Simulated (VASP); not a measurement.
Set up this calculation in VASP 6.6.1, as the native input.

```yaml
Task: single point
Functional: PBEsol
Potentials_or_basis: VASP PAW PBE potentials, release 64 (K_sv, Cl)
Cutoff: 500 eV
k_mesh: 7 × 7 × 7
Occupations: fermi-dirac, width 0.05 eV
Spin: no spin polarisation
Dipole_correction: no
Further_INCAR_settings: ALGO = Normal; EDIFF = 1e-06; NBANDS = 15
```

The structure of KCl (Sylvite) lies in POSCAR:

```
KCl
1.0
    0.0000000000      3.1212784384      3.1212784384
    3.1212784384      0.0000000000      3.1212784384
    3.1212784384      3.1212784384      0.0000000000
K Cl
1 1
Direct
    0.0000000000      0.0000000000      0.0000000000
    0.5000000000      0.5000000000      0.5000000000
```

These files were run (other wordings do the same):

INCAR

```
  ALGO = Normal
  EDIFF = 1E-6
  ENCUT = 500
  GGA = PS
  GGA_COMPAT = False
  ISIF = 2
  ISMEAR = -1
  LASPH = True
  LCHARG = False
  LREAL = False
  LWAVE = False
  NBANDS = 15
  NELM = 120
  PREC = Accurate
  SIGMA = 0.05
```

KPOINTS

```
k-points
0
Gamma
  7 7 7
```

Potentials or basis: VASP PAW PBE potentials, release 64 (K_sv, Cl).

The run is started by

```sh
$ cat potpaw_PBE.64/K_sv/POTCAR potpaw_PBE.64/Cl/POTCAR > POTCAR
$ mpirun -np 1 vasp_std > vasp.out
```

Results of the run:

* Pressure: 0.0 GPa
* Band gap on the k mesh: 5.10 eV, direct

Caveat: the PAW data sets were made with another functional, which shifts forces and pressure a little.

It took 6.1 s on 1 thread of Intel(R) Xeon(R) 6975P-C (Granite Rapids), with other jobs on the host, peak memory 0.17 GiB.
